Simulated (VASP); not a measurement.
# TaN in VASP: single point with PBE

Aim: the single point of TaN with PBE.

All numbers are computed with VASP 6.6.1; they aren't measurements. Logs are shortened: lines on timing, memory, paths and dates and some standing lists are left out, and cuts for length are marked.

**1. The cell of the first run**

The cell holds a slab with vacuum, 24 atoms: a = 6.247 Å, b = 6.247 Å, c = 20.417 Å, α = 90.00°, β = 90.00°, γ = 90.00°.

**2. Single point, PBE**

INCAR reads:

```
PREC = Accurate
ENCUT = 520
EDIFF = 1E-7
ISMEAR = 0
SIGMA = 0.1
LREAL = Auto
LASPH = T
NELM = 60
ALGO = Normal
ISIF = 2
LWAVE = F
LCHARG = F
LDIPOL = T
IDIPOL = 3
DIPOL = 0.5 0.5 0.501
GGA = PE
NBANDS = 114
```

KPOINTS reads:

```
Automatic mesh
0
Gamma
  3 3 1
```

POSCAR reads:

```
TaN
1.0
    6.2469625124      0.0000000000      0.0000000000
    0.0000000000      6.2469625124      0.0000000000
    0.0000000000      0.0000000000     20.4172695543
Ta N
12 12
Direct
    0.5000000000      0.5000000000      0.3918251644
    0.5000000000      0.0000000000      0.3918251644
    0.0000000000      0.5000000000      0.3918251644
    0.0000000000      0.0000000000      0.3918251644
    0.7500000000      0.7500000000      0.5027126818
    0.7500000000      0.2500000000      0.5027126818
    0.2500000000      0.7500000000      0.5027126818
    0.2500000000      0.2500000000      0.5027126818
    0.0000000000      0.0000000000      0.6032311996
    0.0000000000      0.5000000000      0.6032311996
    0.5000000000      0.0000000000      0.6032311996
    0.5000000000      0.5000000000      0.6032311996
    0.2500000000      0.2500000000      0.3918251644
    0.2500000000      0.7500000000      0.3918251644
    0.7500000000      0.2500000000      0.3918251644
    0.7500000000      0.7500000000      0.3918251644
    0.5000000000      0.5000000000      0.4974569503
    0.5000000000      0.0000000000      0.4974569503
    0.0000000000      0.5000000000      0.4974569503
    0.0000000000      0.0000000000      0.4974569503
    0.7500000000      0.7500000000      0.6185233894
    0.7500000000      0.2500000000      0.6185233894
    0.2500000000      0.7500000000      0.6185233894
    0.2500000000      0.2500000000      0.6185233894
```

Potentials or basis: VASP PAW PBE potentials, release 64 (Ta_pv, N).

The run is started by

```console
$ cat potpaw_PBE.64/Ta_pv/POTCAR potpaw_PBE.64/N/POTCAR > POTCAR
$ mpirun -np 1 vasp_std > vasp.out
```

OUTCAR:

```text
PREC = Accurate
   ENCUT = 520
   EDIFF = 1E-7
   ISMEAR = 0
   LREAL = Auto
   LASPH = T
   NELM = 60
   ISIF = 2
   GGA = PE

 ion  position               nearest neighbor table
   1  0.500  0.500  0.392-  17 2.16  14 2.21  15 2.21  16 2.21  13 2.21   3 3.12   2 3.12   2 3.12
                             3 3.12   8 3.16   5 3.16   6 3.16   7 3.16
   2  0.500  0.000  0.392-  18 2.16  14 2.21  15 2.21  16 2.21  13 2.21   4 3.12   1 3.12   1 3.12
                             4 3.12   8 3.16   5 3.16   6 3.16   7 3.16
   3  0.000  0.500  0.392-  19 2.16  14 2.21  15 2.21  16 2.21  13 2.21   4 3.12   1 3.12   4 3.12
                             1 3.12   8 3.16   5 3.16   6 3.16   7 3.16
   4  0.000  0.000  0.392-  20 2.16  14 2.21  15 2.21  16 2.21  13 2.21   3 3.12   2 3.12   3 3.12
                             2 3.12   8 3.16   5 3.16   6 3.16   7 3.16
   5  0.750  0.750  0.503-  17 2.21  18 2.21  19 2.21  20 2.21  16 2.26  21 2.36  11 3.01  12 3.01
                             9 3.01  10 3.01   6 3.12   7 3.12   6 3.12   7 3.12   3 3.16   4 3.16
   6  0.750  0.250  0.503-  17 2.21  18 2.21  19 2.21  20 2.21  15 2.26  22 2.36  11 3.01  12 3.01
                             9 3.01  10 3.01   5 3.12   8 3.12   5 3.12   8 3.12   3 3.16   4 3.16
   7  0.250  0.750  0.503-  17 2.21  18 2.21  19 2.21  20 2.21  14 2.26  23 2.36  11 3.01  12 3.01
                             9 3.01  10 3.01   5 3.12   8 3.12   8 3.12   5 3.12   3 3.16   4 3.16
   8  0.250  0.250  0.503-  17 2.21  18 2.21  19 2.21  20 2.21  13 2.26  24 2.36  11 3.01  12 3.01
                             9 3.01  10 3.01   6 3.12   7 3.12   7 3.12   6 3.12   3 3.16   4 3.16
   9  0.000  0.000  0.603-  20 2.16  21 2.23  22 2.23  23 2.23  24 2.23   6 3.01   7 3.01   8 3.01
[... 26 lines left out ...]
 A1 = (   6.2469625124,   0.0000000000,   0.0000000000)
 A2 = (   0.0000000000,   6.2469625124,   0.0000000000)
 A3 = (   0.0000000000,   0.0000000000,  20.4172695543)

Analysis of symmetry for initial positions (statically):
=====================================================================
 Subroutine PRICEL returns following result:

  LATTYP: Found a simple tetragonal cell.
 ALAT       =     3.1234812562
 C/A-ratio  =     6.5367030821

  Lattice vectors:

 A1 = (   3.1234812562,   0.0000000000,   0.0000000000)
 A2 = (   0.0000000000,   3.1234812562,   0.0000000000)
 A3 = (   0.0000000000,   0.0000000000,  20.4172695543)

   4 primitive cells build up your supercell.

 Routine SETGRP: Setting up the symmetry group for a
 simple tetragonal supercell.

 Subroutine GETGRP returns: Found  8 space group operations
 (whereof  8 operations were pure point group operations)
 out of a pool of 16 trial point group operations.

The static configuration has the point symmetry C_4v.

Analysis of symmetry for dynamics (positions and initial velocities):
=====================================================================
 Subroutine PRICEL returns following result:

  LATTYP: Found a simple tetragonal cell.
 ALAT       =     3.1234812562
 C/A-ratio  =     6.5367030821

  Lattice vectors:

 A1 = (   3.1234812562,   0.0000000000,   0.0000000000)
 A2 = (   0.0000000000,   3.1234812562,   0.0000000000)
 A3 = (   0.0000000000,   0.0000000000,  20.4172695543)

   4 primitive cells build up your supercell.

 Routine SETGRP: Setting up the symmetry group for a
 simple tetragonal supercell.

 Subroutine GETGRP returns: Found  8 space group operations
 (whereof  8 operations were pure point group operations)
 out of a pool of 16 trial point group operations.

The dynamic configuration has the point symmetry C_4v.

 Subroutine INISYM returns: Found  8 space group operations
 (whereof  8 operations are pure point group operations),
 and found     4 'primitive' translations

----------------------------------------------------------------------------------------

                                     Primitive cell

  volume of cell :     199.1936

  direct lattice vectors                    reciprocal lattice vectors
     3.123481256  0.000000000  0.000000000     0.320155595  0.000000000  0.000000000
     0.000000000  3.123481256  0.000000000     0.000000000  0.320155595  0.000000000
     0.000000000  0.000000000 20.417269554     0.000000000  0.000000000  0.048978146

  length of vectors
     3.123481256  3.123481256 20.417269554     0.320155595  0.320155595  0.048978146

  position of ions in fractional coordinates (direct lattice)
     0.000000000  0.000000000  0.391825164
     0.500000000  0.500000000  0.502712682
     0.000000000  0.000000000  0.603231200
     0.500000000  0.500000000  0.391825164
     0.000000000  0.000000000  0.497456950
     0.500000000  0.500000000  0.618523389

  ion indices of the primitive-cell ions
   primitive index   ion index
                 1           1
                 2           5
                 3          12
                 4          13
                 5          17
                 6          21

----------------------------------------------------------------------------------------

 KPOINTS: Automatic mesh

Automatic generation of k-mesh.
 Grid dimensions read from file:
 generate k-points for:    3    3    1

 Generating k-lattice:

  Cartesian coordinates                     Fractional coordinates (reciprocal lattice)
     0.053359266  0.000000000  0.000000000     0.333333333  0.000000000  0.000000000
     0.000000000  0.053359266  0.000000000     0.000000000  0.333333333  0.000000000
     0.000000000  0.000000000  0.048978146     0.000000000  0.000000000  1.000000000

  Length of vectors
     0.053359266  0.053359266  0.048978146

  Shift w.r.t. Gamma in fractional coordinates (k-lattice)
     0.000000000  0.000000000  0.000000000

 Subroutine IBZKPT returns following result:
 ===========================================

 Found      3 irreducible k-points:

 Following reciprocal coordinates:
            Coordinates               Weight
  0.000000  0.000000  0.000000      1.000000
  0.333333  0.000000  0.000000      4.000000
  0.333333  0.333333  0.000000      4.000000
   k-points           NKPTS =      3   k-points in BZ     NKDIM =      3   number of bands    NBANDS=    114
   number of dos      NEDOS =    301   number of ions     NIONS =     24
   total plane-waves  NPLWV = 368640
   dimension x,y,z NGX =    48 NGY =   48 NGZ =  160
   dimension x,y,z NGXF=    96 NGYF=   96 NGZF=  320
   ions per type =              12  12
   NGX,Y,Z   is equivalent  to a cutoff of  12.77, 12.77, 13.03 a.u.
   NGXF,Y,Z  is equivalent  to a cutoff of  25.55, 25.55, 26.06 a.u.
 SYSTEM =  unknown system
   PREC   = accura    normal or accurate (medium, high low for compatibility)
   ISTART =      0    job   : 0-new  1-cont  2-samecut
   ICHARG =      2    charge: 1-file 2-atom 10-const
   ISPIN  =      1    spin polarized calculation?
   LNONCOLLINEAR =      F non collinear calculations
   LSORBIT =      F    spin-orbit coupling
   LASPH  =      T    aspherical Exc in radial PAW
   ENCUT  =  520.0 eV  38.22 Ry    6.18 a.u.  11.62 11.62 37.96*2*pi/ulx,y,z
   NELM   =     60;   NELMIN=  2; NELMDL= -5     # of ELM steps
   EDIFF  = 0.1E-06   stopping-criterion for ELM
   LREAL  =      T    real-space projection
   EDIFFG = 0.1E-05   stopping-criterion for IOM
   NSW    =      0    number of steps for IOM
   IBRION =     -1    ionic relax: 0-MD 1-quasi-New 2-CG
   NFREE  =      0    steps in history (QN), initial steepest desc. (CG)
   ISIF   =      2    stress and relaxation
   ISYM   =      2    0-nonsym 1-usesym 2-fastsym
   POTIM  = 0.5000    time-step for ionic-motion
   TEBEG  =    0.0;   TEEND  =   0.0 temperature during run
   PSTRESS=    0.0 pullay stress
   NELECT =     192.0000    total number of electrons
   NUPDOWN=      -1.0000    fix difference up-down
   EMIN   =  10.00;   EMAX   =-10.00  energy-range for DOS
   EFERMI =   0.00;   METHOD = LEGACY
   ISMEAR =     0;   SIGMA  =   0.10  broadening in eV -4-tet -1-fermi 0-gaus
   EFERMI_NEDOS =   21; number of points for ismear=-14 and -15
   IALGO  =     38    algorithm
   IMIX   =      4    mixing-type and parameters
     AMIX     =   0.40;   BMIX     =  1.00
     AMIX_MAG =   1.60;   BMIX_MAG =  1.00
  volume/ion in A,a.u.               =      33.20       224.04
  Fermi-wavevector in a.u.,A,eV,Ry     =   1.018740  1.925140 14.120555  1.037831
  Thomas-Fermi vector in A             =   2.152215
   LORBIT       =      0    0 simple, 1 ext, 2 COOP (PROOUT), +10 PAW based schemes
   GGA     = PE    functional components
   LHFCALC =     F    Hartree Fock is set to
   AEXX    =    0.0000 exact exchange contribution
   IVDW    =     0    specifies the selected vdW correction
   LEPSILON=     F    determine dielectric tensor
   LRPA    =     F    only Hartree local field effects (RPA)
 non-spin polarized calculation
 Gauss-broadening in eV      SIGMA  =   0.10
  energy-cutoff  :      520.00
  volume of cell :      796.77
 maximum number of plane-waves:     21527
 NGX is ok and might be reduce to    48
   NGX = 23   NGY = 23   NGZ = 75

 dipolmoment           0.000000      0.000000      0.212217 electrons x Angstroem

 number of electron     192.0000002 magnetization

 dipolmoment           0.000000      0.000000     -0.099275 electrons x Angstroem

 Free energy of the ion-electron system (eV)
  ---------------------------------------------------
  ext. energy  EPLUGINS =         0.00000000
  ---------------------------------------------------
  free energy    TOTEN  =      -255.05867493 eV

  energy without entropy =     -254.92322690  energy(sigma->0) =     -254.99095092

 E-fermi :   0.6252     XC(G=0):  -5.3958

 val. band max:        0.5741169770   @ k =   0.3333   0.0000   0.0000
 cond. band min:       0.6333321388   @ k =   0.0000   0.0000   0.0000
 fundamental gap:      0.0592151618
 Fermi energy:         0.6252413464

 k-point     1 :       0.0000    0.0000    0.0000
  band No.  band energies     occupation
      1     -35.7970      2.00000
      2     -35.7970      2.00000
      3     -35.7818      2.00000
      4     -35.7818      2.00000
      5     -35.7063      2.00000
      6     -35.7063      2.00000
[... 322 lines left out ...]
    107       1.7768      0.00000
    108       1.8790      0.00000
 [bands above 108 left out]

------------------------ aborting loop because EDIFF is reached ----------------------------------------

 vacuum level on the upper side and lower side of the slab       (xc-potential included)        -0.319         0.107

  FORCE on cell =-STRESS in cart. coord.  units (eV):
  Direction    XX          YY          ZZ          XY          YZ          ZX
  --------------------------------------------------------------------------------------
  -------------------------------------------------------------------------------------
  Total      -38.0811740    -38.0811740      0.3697249      0.0000000      0.0000000      0.0000000
  in kB      -76.5747256    -76.5747256      0.7434535      0.0000000      0.0000000      0.0000000
  external PRESSURE =     -50.8019993 kB  Pullay stress =       0.0000000 kB

 VOLUME and BASIS-vectors are now :
 -----------------------------------------------------------------------------
  energy-cutoff  :      520.00
  volume of cell :      796.77
      direct lattice vectors                 reciprocal lattice vectors
     6.246962512  0.000000000  0.000000000     0.160077797  0.000000000  0.000000000
     0.000000000  6.246962512  0.000000000     0.000000000  0.160077797  0.000000000
     0.000000000  0.000000000 20.417269554     0.000000000  0.000000000  0.048978146

 POSITION                                       TOTAL-FORCE (eV/Angst)
 -----------------------------------------------------------------------------------
      3.12348      3.12348      8.00000        -0.000000      0.000000      0.823021
      3.12348      0.00000      8.00000        -0.000000     -0.000000      0.823021
      0.00000      3.12348      8.00000        -0.000000      0.000000      0.823021
      0.00000      0.00000      8.00000        -0.000000      0.000000      0.823021
      4.68522      4.68522     10.26402        -0.000000     -0.000000      0.027672
      4.68522      1.56174     10.26402        -0.000000     -0.000000      0.027672
[... 16 lines left out ...]
      1.56174      4.68522     12.62856        -0.000000      0.000000      0.010476
      1.56174      1.56174     12.62856        -0.000000     -0.000000      0.010476
 -----------------------------------------------------------------------------------
    total drift:                                0.000000      0.000000      0.011908

  FREE ENERGIE OF THE ION-ELECTRON SYSTEM (eV)
  ---------------------------------------------------
  free  energy   TOTEN  =      -255.0586749281 eV

  energy  without entropy=     -254.9232269042  energy(sigma->0) =     -254.99095092

 vacuum level on the upper side and lower side of the slab         3.908         4.348
```

It took 30 min on 1 thread of Intel Xeon 8259CL, shared host; peak memory 0.81 GiB.

What came out:

```
Free energy            : -255.0587 eV
Largest force          : 0.864 eV/Å
Band gap on the k mesh : zero (bands 96 and 97 overlap by 0.36 eV)
```

Forces on the atoms (eV/Å):
```
Ta   0.000  0.000  0.823
Ta   0.000  0.000  0.823
Ta   0.000  0.000  0.823
Ta   0.000  0.000  0.823
Ta   0.000  0.000  0.028
Ta   0.000  0.000  0.028
Ta   0.000  0.000  0.028
Ta   0.000  0.000  0.028
Ta   0.000  0.000  0.019
Ta   0.000  0.000  0.019
Ta   0.000  0.000  0.019
Ta   0.000  0.000  0.019
N    0.000  0.000 -0.864
N    0.000  0.000 -0.864
N    0.000  0.000 -0.864
N    0.000  0.000 -0.864
N    0.000  0.000 -0.015
N    0.000  0.000 -0.015
N    0.000  0.000 -0.015
N    0.000  0.000 -0.015
N    0.000  0.000  0.010
N    0.000  0.000  0.010
N    0.000  0.000  0.010
N    0.000  0.000  0.010
```

Levels at points of the mesh, in eV from the Fermi level:
| k point | band 90 | band 91 | band 92 | band 93 | band 94 | band 95 | band 96 | band 97 | band 98 | band 99 |
| --- | --- | --- | --- | --- | --- | --- | --- | --- | --- | --- |
| (0.00, 0.00, 0.00) | -0.96 | -0.96 | -0.74 | -0.52 | -0.52 | 0.01 | 0.01 | 0.47 | 0.60 | 0.60 |

Caveat: spin-orbit coupling is left out, which moves the levels of the heavy elements.
